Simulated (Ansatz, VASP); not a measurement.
## One calculation of Ni3Ge, two programs

The input INCAR:

```
PREC = Accurate
ENCUT = 520
EDIFF = 1E-7
ISMEAR = 0
SIGMA = 0.1
LREAL = F
LASPH = T
NELM = 100
ALGO = Normal
ISIF = 2
LWAVE = F
LCHARG = F
GGA = PS
NBANDS = 30
```

File KPOINTS:

```
Automatic mesh
0
Gamma
  12 12 12
```

POSCAR

```
Ni3Ge
1.0
    3.4529570586      0.0000000000      0.0000000000
    0.0000000000      3.4529570586      0.0000000000
    0.0000000000      0.0000000000      3.4529570586
Ni Ge
3 1
Direct
    0.5000000000      0.0000000000      0.5000000000
    0.0000000000      0.5000000000      0.5000000000
    0.5000000000      0.5000000000      0.0000000000
    0.0000000000      0.0000000000      0.0000000000
```

Input for Ansatz:

```yaml
crystal:
  lattice:
    - [3.4529570758, 0.0, 0.0]
    - [0.0, 3.4529570758, 0.0]
    - [0.0, 0.0, 3.4529570758]
  atoms:
    - { symbol: Ni, position: [0.5, 0.0, 0.5] }
    - { symbol: Ni, position: [0.0, 0.5, 0.5] }
    - { symbol: Ni, position: [0.5, 0.5, 0.0] }
    - { symbol: Ge, position: [0.0, 0.0, 0.0] }
basis:
  ecutwfc: 420
kpoints:
  mp_grid: { grid: [12, 12, 12] }
hamiltonian:
  xc: pbesol
scf:
  occupations: { method: gaussian, width: 0.1 }
output:
  forces: true
  stress: true
  eigenvalues: true
```

Alike in both runs: task single point; functional PBEsol; k mesh 12 × 12 × 12; occupations gaussian, width 0.1 eV; no spin polarisation.

|  | VASP | Ansatz |
| --- | --- | --- |
| version | VASP 6.6.1 | Ansatz 0.2.0 |
| potentials or method | VASP PAW PBE potentials, release 64 (Ni, Ge_d), cutoff 520 eV | scalar-relativistic, plane waves, PAW |
| valence electrons in the cell | 44 | 68 |

```tsv
	VASP	Ansatz	Ansatz less VASP
gap on the k mesh at the Fermi level (eV)	none	none	-
pressure (GPa)	15.9	15.7	-0.15
```

VASP's potentials were made for PBE, not for PBEsol. A gap of «none» marks a metal or a gap that the smearing closes. The functional is the same, so the differences come from potentials, cutoffs and numerics. VASP's potentials hold 44 valence electrons a cell and Ansatz's 68, so a difference there can come from the potentials and not from the codes.
